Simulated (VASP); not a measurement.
# Si (Fd-3m) in VASP: further runs

Si is run at these levels: LDA; tasks: single point.

Everything below comes from runs of VASP 6.6.1. Logs are shortened: lines on timing, memory, paths and dates and some standing lists are left out, and cuts for length are marked.

### 1 The cell of the first run

Symmetry: Fd-3m, No. 227, cubic system. Conventional cell: a = 5.403 Å, b = 5.403 Å, c = 5.403 Å, α = 90.00°, β = 90.00°, γ = 90.00°. Within 3.1 Å of Si (site symmetry -43m) lie 4 Si at 2.34 Å.

### 2 Single point, LDA

File INCAR:

```
ALGO = Normal
EDIFF = 1E-6
ENCUT = 500
GGA_COMPAT = F
ISIF = 2
ISMEAR = -1
LASPH = T
LCHARG = T
LELF = T
LREAL = F
LVHAR = T
LWAVE = F
NBANDS = 11
NELM = 120
PREC = Accurate
SIGMA = 0.6
```

File KPOINTS:

```
k-points
0
Gamma
  10 10 10
```

File POSCAR:

```
Si
1.0
    0.0000000000      2.7016643793      2.7016643793
    2.7016643793      0.0000000000      2.7016643793
    2.7016643793      2.7016643793      0.0000000000
Si
2
Direct
    0.5000000000      0.5000000000      0.5000000000
    0.7500000000      0.7500000000      0.7500000000
```

Potentials or basis: VASP PAW LDA potentials, release 64 (Si).

The run is started by

```sh
> cat potpaw_LDA.64/Si/POTCAR > POTCAR
> mpirun -np 1 vasp_std > vasp.out
```

OUTCAR:

```text
EDIFF = 1E-6
   ENCUT = 500
   ISIF = 2
   ISMEAR = -1
   LASPH = T
   LREAL = F
   NELM = 120
   PREC = Accurate

 ion  position               nearest neighbor table
   1  0.500  0.500  0.500-   2 2.34   2 2.34   2 2.34   2 2.34
   2  0.750  0.750  0.750-   1 2.34   1 2.34   1 2.34   1 2.34

  LATTYP: Found a face centered cubic cell.
 ALAT       =     5.4033287586

  Lattice vectors:

 A1 = (   0.0000000000,   2.7016643793,   2.7016643793)
 A2 = (   2.7016643793,   0.0000000000,   2.7016643793)
 A3 = (   2.7016643793,   2.7016643793,   0.0000000000)

Analysis of symmetry for initial positions (statically):
=====================================================================
 Subroutine PRICEL returns:
 Original cell was already a primitive cell.

 Routine SETGRP: Setting up the symmetry group for a
 face centered cubic supercell.

 Subroutine GETGRP returns: Found 48 space group operations
 (whereof 24 operations were pure point group operations)
 out of a pool of 48 trial point group operations.

The static configuration has the point symmetry T_d .
 The point group associated with its full space group is O_h .

Analysis of symmetry for dynamics (positions and initial velocities):
=====================================================================
 Subroutine PRICEL returns:
 Original cell was already a primitive cell.

 Routine SETGRP: Setting up the symmetry group for a
 face centered cubic supercell.

 Subroutine GETGRP returns: Found 48 space group operations
 (whereof 24 operations were pure point group operations)
 out of a pool of 48 trial point group operations.

The dynamic configuration has the point symmetry T_d .
 The point group associated with its full space group is O_h .

 Subroutine INISYM returns: Found 48 space group operations
 (whereof 24 operations are pure point group operations),
 and found     1 'primitive' translations

----------------------------------------------------------------------------------------

                                     Primitive cell

  volume of cell :      39.4388

  direct lattice vectors                    reciprocal lattice vectors
     0.000000000  2.701664379  2.701664379    -0.185071101  0.185071101  0.185071101
     2.701664379  0.000000000  2.701664379     0.185071101 -0.185071101  0.185071101
     2.701664379  2.701664379  0.000000000     0.185071101  0.185071101 -0.185071101

  length of vectors
     3.820730406  3.820730406  3.820730406     0.320552549  0.320552549  0.320552549

  position of ions in fractional coordinates (direct lattice)
     0.500000000  0.500000000  0.500000000
     0.750000000  0.750000000  0.750000000

  ion indices of the primitive-cell ions
   primitive index   ion index
                 1           1
                 2           2

----------------------------------------------------------------------------------------

 KPOINTS: k-points

Automatic generation of k-mesh.
 Grid dimensions read from file:
 generate k-points for:   10   10   10

 Generating k-lattice:

  Cartesian coordinates                     Fractional coordinates (reciprocal lattice)
    -0.018507110  0.018507110  0.018507110     0.100000000  0.000000000  0.000000000
     0.018507110 -0.018507110  0.018507110     0.000000000  0.100000000  0.000000000
     0.018507110  0.018507110 -0.018507110     0.000000000  0.000000000  0.100000000

  Length of vectors
     0.032055255  0.032055255  0.032055255

  Shift w.r.t. Gamma in fractional coordinates (k-lattice)
     0.000000000  0.000000000  0.000000000

 Subroutine IBZKPT returns following result:
 ===========================================

 Found     47 irreducible k-points:

 Following reciprocal coordinates:
            Coordinates               Weight
  0.000000  0.000000  0.000000      1.000000
  0.100000  0.000000  0.000000      8.000000
  0.200000  0.000000  0.000000      8.000000
  0.300000  0.000000  0.000000      8.000000
  0.400000  0.000000  0.000000      8.000000
  0.500000  0.000000  0.000000      4.000000
[... 16 lines left out ...]
  0.300000  0.300000  0.000000      6.000000
  0.400000  0.300000  0.000000     24.000000
 [... further k-points ...]
   k-points           NKPTS =     47   k-points in BZ     NKDIM =     47   number of bands    NBANDS=     11
   number of dos      NEDOS =    301   number of ions     NIONS =      2
   total plane-waves  NPLWV =  21952
   dimension x,y,z NGX =    28 NGY =   28 NGZ =   28
   dimension x,y,z NGXF=    56 NGYF=   56 NGZF=   56
   ions per type =               2
   NGX,Y,Z   is equivalent  to a cutoff of  12.18, 12.18, 12.18 a.u.
   NGXF,Y,Z  is equivalent  to a cutoff of  24.37, 24.37, 24.37 a.u.
 SYSTEM =  unknown system
   PREC   = accura    normal or accurate (medium, high low for compatibility)
   ISTART =      0    job   : 0-new  1-cont  2-samecut
   ICHARG =      2    charge: 1-file 2-atom 10-const
   ISPIN  =      1    spin polarized calculation?
   LNONCOLLINEAR =      F non collinear calculations
   LSORBIT =      F    spin-orbit coupling
   LASPH  =      T    aspherical Exc in radial PAW
   ENCUT  =  500.0 eV  36.75 Ry    6.06 a.u.   6.97  6.97  6.97*2*pi/ulx,y,z
   NELM   =    120;   NELMIN=  2; NELMDL= -5     # of ELM steps
   EDIFF  = 0.1E-05   stopping-criterion for ELM
   LREAL  =      F    real-space projection
   EDIFFG = 0.1E-04   stopping-criterion for IOM
   NSW    =      0    number of steps for IOM
   IBRION =     -1    ionic relax: 0-MD 1-quasi-New 2-CG
   NFREE  =      0    steps in history (QN), initial steepest desc. (CG)
   ISIF   =      2    stress and relaxation
   ISYM   =      2    0-nonsym 1-usesym 2-fastsym
   POTIM  = 0.5000    time-step for ionic-motion
   TEBEG  =    0.0;   TEEND  =   0.0 temperature during run
   PSTRESS=    0.0 pullay stress
   NELECT =       8.0000    total number of electrons
   NUPDOWN=      -1.0000    fix difference up-down
   EMIN   =  10.00;   EMAX   =-10.00  energy-range for DOS
   EFERMI =   0.00;   METHOD = LEGACY
   ISMEAR =    -1;   SIGMA  =   0.60  broadening in eV -4-tet -1-fermi 0-gaus
   EFERMI_NEDOS =   21; number of points for ismear=-14 and -15
   IALGO  =     38    algorithm
   IMIX   =      4    mixing-type and parameters
     AMIX     =   0.40;   BMIX     =  1.00
     AMIX_MAG =   1.60;   BMIX_MAG =  1.00
  volume/ion in A,a.u.               =      19.72       133.07
  Fermi-wavevector in a.u.,A,eV,Ry     =   0.961900  1.817728 12.588822  0.925252
  Thomas-Fermi vector in A             =   2.091313
   LORBIT       =      0    0 simple, 1 ext, 2 COOP (PROOUT), +10 PAW based schemes
   GGA     = CA    functional components
   LHFCALC =     F    Hartree Fock is set to
   AEXX    =    0.0000 exact exchange contribution
   IVDW    =     0    specifies the selected vdW correction
   LEPSILON=     F    determine dielectric tensor
   LRPA    =     F    only Hartree local field effects (RPA)
 non-spin polarized calculation
  energy-cutoff  :      500.00
  volume of cell :       39.44
 maximum number of plane-waves:      1012
   NGX = 13   NGY = 13   NGZ = 13

 number of electron       8.0000001 magnetization

 Free energy of the ion-electron system (eV)
  ---------------------------------------------------
  ext. energy  EPLUGINS =         0.00000000
  ---------------------------------------------------
  free energy    TOTEN  =       -12.11518584 eV

  energy without entropy =      -11.50381830  energy(sigma->0) =      -11.80950207

 E-fermi :   6.0851     XC(G=0):  -9.6815

 val. band max:        5.8675687055   @ k =   0.0000   0.0000   0.0000
 cond. band min:       6.3592412735   @ k =   0.4000   0.4000   0.0000
 fundamental gap:      0.4916725680
 Fermi energy:         6.0850937286

 k-point     1 :       0.0000    0.0000    0.0000
  band No.  band energies     occupation
      1      -6.1776      2.00000
      2       5.8676      1.17931
      3       5.8676      1.17931
      4       5.8676      1.17931
      5       8.4251      0.03968
      6       8.4251      0.03968
      7       8.4251      0.03968
      8       9.2518      0.01015
      9      13.6332      0.00001
     10      13.6332      0.00001
     11      13.6545      0.00001

 k-point     2 :       0.1000    0.0000    0.0000
  band No.  band energies     occupation
      1      -6.0451      2.00000
      2       4.7144      1.81517
      3       5.6675      1.33456
      4       5.6675      1.33456
      5       8.4296      0.03939
      6       8.7197      0.02447
      7       8.7197      0.02447
      8      10.1684      0.00221
      9      13.2585      0.00001
     10      13.2585      0.00001
     11      14.2093      0.00000

 k-point     3 :       0.2000    0.0000    0.0000
  band No.  band energies     occupation
      1      -5.6539      2.00000
      2       2.8362      1.99114
      3       5.2848      1.58296
      4       5.2848      1.58296
      5       8.0641      0.07126
      6       9.2288      0.01055
      7       9.2288      0.01055
      8      11.9139      0.00012
      9      12.9274      0.00002
     10      12.9274      0.00002
     11      14.8926      0.00000

 k-point     4 :       0.3000    0.0000    0.0000
  band No.  band energies     occupation
      1      -5.0301      2.00000
      2       1.0326      1.99956
      3       4.9491      1.73828
      4       4.9491      1.73828
      5       7.6955      0.12785
      6       9.3918      0.00805
      7       9.3918      0.00805
      8      13.4487      0.00001
      9      13.4733      0.00001
     10      13.4733      0.00001
     11      14.6837      0.00000
[... 239 lines left out ...]
 k-point    22 :      -0.2000    0.2000    0.0000
  band No.  band energies     occupation
      1      -4.8118      2.00000
      2       1.3727      1.99922
      3       2.8185      1.99140
      4       5.0198      1.71027
      5       8.7428      0.02356
      6       9.8633      0.00368
      7      10.1401      0.00232
      8      11.5815      0.00021
      9      11.9693      0.00011
     10      16.5214      0.00000
     11      16.6877      0.00000

 k-point    23 :       0.3000    0.3000    0.0000
  band No.  band energies     occupation
      1      -4.6101      2.00000
      2       1.4442      1.99913
      3       3.6173      1.96781
      4       3.6173      1.96781
      5       6.6533      0.55897
      6       8.2057      0.05670
      7      12.5281      0.00004
      8      12.5281      0.00004
      9      15.0134      0.00000
     10      15.3858      0.00000
     11      18.2357      0.00000

 k-point    24 :       0.4000    0.3000    0.0000
  band No.  band energies     occupation
      1      -3.9896      2.00000
      2       0.4310      1.99984
      3       2.9737      1.98887
      4       3.4112      1.97706
      5       6.8414      0.44180
      6       8.0382      0.07428
      7      12.8269      0.00003
      8      12.9473      0.00002
      9      16.3966      0.00000
     10      16.6542      0.00000
     11      17.9860      0.00000

 [... further k-points ...]
[... 5 lines left out ...]
  --------------------------------------------------------------------------------------
  -------------------------------------------------------------------------------------
  Total        0.0658515      0.0658515      0.0658515     -0.0000000     -0.0000000     -0.0000000
  in kB        2.6751731      2.6751731      2.6751731     -0.0000000     -0.0000000     -0.0000000
  external PRESSURE =       2.6751731 kB  Pullay stress =       0.0000000 kB

 VOLUME and BASIS-vectors are now :
 -----------------------------------------------------------------------------
  energy-cutoff  :      500.00
  volume of cell :       39.44
      direct lattice vectors                 reciprocal lattice vectors
     0.000000000  2.701664379  2.701664379    -0.185071101  0.185071101  0.185071101
     2.701664379  0.000000000  2.701664379     0.185071101 -0.185071101  0.185071101
     2.701664379  2.701664379  0.000000000     0.185071101  0.185071101 -0.185071101

 POSITION                                       TOTAL-FORCE (eV/Angst)
 -----------------------------------------------------------------------------------
      2.70166      2.70166      2.70166        -0.000000     -0.000000     -0.000000
      4.05250      4.05250      4.05250         0.000000      0.000000      0.000000
 -----------------------------------------------------------------------------------
    total drift:                                0.000000      0.000000     -0.000000

  FREE ENERGIE OF THE ION-ELECTRON SYSTEM (eV)
  ---------------------------------------------------
  free  energy   TOTEN  =       -12.1151858432 eV

  energy  without entropy=      -11.5038183019  energy(sigma->0) =      -11.80950207
```

Run time: 12 s. Hardware: 1 thread of Intel Xeon 6975P-C, shared host; peak memory 0.14 GiB.

Results:

| Quantity | Value |
| --- | --- |
| Free energy | -12.1152 eV |
| Pressure | 0.3 GPa |
| Band gap on the k mesh | 0.49 eV, indirect (least direct gap 2.56 eV) |

### 3 Single point, LDA

File INCAR:

```
PREC = Accurate
ENCUT = 500
EDIFF = 1E-6
ISMEAR = -1
SIGMA = 1.0
LREAL = False
LASPH = True
NELM = 120
ALGO = Normal
ISIF = 2
LWAVE = False
LCHARG = False
NBANDS = 11
GGA_COMPAT = False
```

File KPOINTS:

```
Automatic mesh
0
Gamma
  10 10 10
```

POSCAR is that of step 2.

Potentials or basis: VASP PAW LDA potentials, release 64 (Si).

The run is started by

```sh
> cat potpaw_LDA.64/Si/POTCAR > POTCAR
> mpirun -np 1 vasp_std > vasp.out
```

It took 12 s on 1 thread of Intel Xeon 6975P-C, shared host; peak memory 0.14 GiB.

Results (log left out):

```yaml
Free_energy: -12.8024 eV
Pressure: 2.5 GPa
Band_gap_on_the_k_mesh: 0.54 eV, indirect (least direct gap 2.59 eV)
```

Levels at points of the mesh, in eV from the valence-band top:
| k point | band 1 | band 2 | band 3 | band 4 | band 5 | band 6 | band 7 | band 8 | band 9 |
| --- | --- | --- | --- | --- | --- | --- | --- | --- | --- |
| (0.00, 0.00, 0.00) | -12.03 | 0.00 | 0.00 | 0.00 | 2.59 | 2.59 | 2.59 | 3.39 | 7.80 |
| (0.50, 0.00, 0.00) | -9.66 | -7.02 | -1.20 | -1.20 | 1.52 | 3.36 | 3.36 | 7.65 | 10.61 |
| (0.50, 0.50, 0.00) | -7.84 | -7.84 | -2.86 | -2.86 | 0.66 | 0.66 | 10.14 | 10.14 | 11.00 |

A k mesh can miss the band edges. As with any semilocal functional, this LDA gap is likely too small.

### 4 Single point, LDA

File INCAR:

```
PREC     = Accurate       # precision mode
ENCUT    = 500            # plane-wave cutoff, eV
EDIFF    = 1E-6           # SCF threshold, eV
ISMEAR   = -1             # smearing method
SIGMA    = 0.05           # smearing width, eV
LREAL    = F              # projectors in reciprocal space
LASPH    = T              # aspherical terms in the spheres
NELM     = 120            # most SCF steps
ALGO     = Normal         # electronic algorithm
ISIF     = 2              # what is computed and relaxed
LWAVE    = F              # write WAVECAR
LCHARG   = T              # write CHGCAR
GGA      = CA             # functional
LELF     = T              # ELF
LVHAR    = T            
NBANDS   = 11             # bands
GGA_COMPAT= F
```

File KPOINTS:

```
Automatic mesh
0
Gamma
  6 6 6
```

File POSCAR:

```
Si
1.0
    0.0000000000      2.7014925058      2.7014925058
    2.7014925058      0.0000000000      2.7014925058
    2.7014925058      2.7014925058      0.0000000000
Si
2
Direct
    0.5000000000      0.5000000000      0.5000000000
    0.7500000000      0.7500000000      0.7500000000
```

The run is started by

```sh
> cat potpaw_LDA.64/Si/POTCAR > POTCAR
> mpirun -np 1 vasp_std > vasp.out
```

Run time: 7.2 s. Hardware: 1 thread of AMD EPYC 7R43 (Zen 3), shared host; peak memory 0.1 GiB.

Results (log left out):

```
Free energy            : -11.8937 eV
Pressure               : 0.1 GPa
Band gap on the k mesh : 0.57 eV, indirect (least direct gap 2.53 eV)
```

Levels at points of the mesh, in eV from the valence-band top:
| k point | band 1 | band 2 | band 3 | band 4 | band 5 | band 6 | band 7 | band 8 | band 9 |
| --- | --- | --- | --- | --- | --- | --- | --- | --- | --- |
| (0.00, 0.00, 0.00) | -12.07 | 0.00 | 0.00 | 0.00 | 2.53 | 2.53 | 2.53 | 3.39 | 7.73 |
| (0.50, 0.00, 0.00) | -9.69 | -7.07 | -1.21 | -1.21 | 1.48 | 3.28 | 3.28 | 7.53 | 10.55 |
| (0.50, 0.50, 0.00) | -7.86 | -7.86 | -2.90 | -2.90 | 0.57 | 0.57 | 10.11 | 10.11 | 10.97 |

### 5 Overview

```tsv
cell	k mesh	smearing	gap on the mesh (eV)	pressure (GPa)
a = 3.821 Å, angles 60.0°, 2 atoms	10 × 10 × 10	fermi-dirac 0.6 eV	0.49	0.3
a = 3.821 Å, angles 60.0°, 2 atoms	10 × 10 × 10	fermi-dirac 1 eV	0.54	2.5
a = 3.820 Å, angles 60.0°, 2 atoms	6 × 6 × 6	fermi-dirac 0.05 eV	0.57	0.1
```

Alike in all rows: task single point; level LDA; potentials or basis VASP PAW LDA potentials, release 64 (Si); no spin polarisation; cutoff (eV) 500.

On the cell as given the gap runs from 0.49 eV (LDA) to 0.57 eV (LDA); the meshes differ, which moves gaps too.

Absolute energies hang on the potentials; compare differences alone.
